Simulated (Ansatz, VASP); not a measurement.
## One calculation of SnH5, two programs

```xyz
6
Lattice="3.9052 0.0000 0.0000 -1.9526 3.3820 0.0000 0.0000 0.0000 5.4929" Properties=species:S:1:pos:R:3 pbc="T T T"
Sn    1.9526    1.1273    0.0000
H     0.0000    0.0000    0.0000
H     0.0000    0.0000    1.1208
H     0.0000    0.0000    4.3721
H     0.0000    0.0000    3.4163
H     0.0000    0.0000    2.0766
```

Alike in both runs: task single point; functional PBE; k mesh 6 × 6 × 4; occupations gaussian, width 0.1 eV; no spin polarisation.

|  | VASP | Ansatz |
| --- | --- | --- |
| version | VASP 6.6.1 | Ansatz 0.2.0 |
| potentials or method | VASP PAW PBE potentials, release 64 (Sn_d, H), cutoff 520 eV | scalar-relativistic, plane waves, PAW |
| valence electrons in the cell | 19 | 19 |

VASP gave:

| Item | Value |
| --- | --- |
| gap on the k mesh at the Fermi level (eV) | none |
| pressure (GPa) | 1.6 |
| traceless stress, the component that is largest in VASP (GPa) | 1.48 |
| rms of the force components (eV/Å) | 0.716 |

Problem. What did Ansatz give for the same quantities?

Solution. gap on the k mesh at the Fermi level (eV): none; pressure (GPa): 1.8; traceless stress, the component that is largest in VASP (GPa): 1.50; rms of the force components (eV/Å): 0.717.

Atom by atom the forces differ by 0.001 eV/Å (rms over components). A gap of «none» marks a metal or a gap that the smearing closes.
